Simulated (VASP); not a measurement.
Here is a VASP 6.6.1 calculation.

Contents of INCAR:

```
ALGO = Normal
EDIFF = 1E-7
ENCUT = 520
GGA = PE
ISIF = 2
ISMEAR = 0
LASPH = T
LCHARG = F
LREAL = F
LWAVE = F
NBANDS = 35
NELM = 80
PREC = Accurate
SIGMA = 0.02
```

The input KPOINTS:

```
k-points
0
Gamma
  6 6 8
```

Contents of POSCAR:

```
SnO2
1.0
    5.0350430700      0.0000000000      0.0000000000
    0.0000000000      5.0350430700      0.0000000000
    0.0000000000      0.0000000000      3.2741797910
Sn O
2 4
Direct
    0.0000000000      0.0000000000      0.0000000000
    0.5000000000      0.5000000000      0.5000000000
    0.3100081520      0.3100081520      0.0000000000
    0.1899918480      0.8100081520      0.5000000000
    0.6899918480      0.6899918480      0.0000000000
    0.8100081520      0.1899918480      0.5000000000
```

Potentials or basis: VASP PAW PBE potentials, release 64 (Sn_d, O).

Launch:

```console
$ cat potpaw_PBE.64/Sn_d/POTCAR potpaw_PBE.64/O/POTCAR > POTCAR
$ mpirun -np 1 vasp_std > vasp.out
```

(1) Predict the pressure.

(2) Estimate the largest force.

Results:

(1) -11.4 GPa.

(2) 0.028 eV/Å.
